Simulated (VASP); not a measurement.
Set up this calculation in VASP 6.6.1, as the native input.

```
Task                   : single point
Functional             : PBE
Potentials or basis    : VASP PAW PBE potentials, release 64 (Ta_pv)
Cutoff                 : 520 eV
k mesh                 : 8 × 8 × 8
Occupations            : gaussian, width 0.05 eV
Spin                   : no spin polarisation
Dipole correction      : no
Further INCAR settings : ALGO = Normal; EDIFF = 1e-06; NBANDS = 12
```

The structure of Ta lies in POSCAR:

```
Ta
1.0
   -1.6527903846      1.6527903846      1.6527903846
    1.6527903846     -1.6527903846      1.6527903846
    1.6527903846      1.6527903846     -1.6527903846
Ta
1
Direct
    0.0000000000      0.0000000000      0.0000000000
```

These files were run (other wordings do the same):

INCAR

```
ALGO = Normal
EDIFF = 1E-6
ENCUT = 520
GGA = PE
ISIF = 2
ISMEAR = 0
LASPH = T
LCHARG = F
LREAL = F
LWAVE = F
NBANDS = 12
NELM = 80
PREC = Accurate
SIGMA = 0.05
```

KPOINTS

```
k-points
0
Gamma
  8 8 8
```

Potentials or basis: VASP PAW PBE potentials, release 64 (Ta_pv).

Run with:

```sh
$ cat potpaw_PBE.64/Ta_pv/POTCAR > POTCAR
$ mpirun -np 1 vasp_std > vasp.out
```

It gave:

| Item | Value |
| --- | --- |
| Pressure | 0.5 GPa |

Wall time 4.7 s on 1 thread of AMD EPYC 7R13 Processor (Zen 3), on a shared host, peak memory 0.11 GiB.
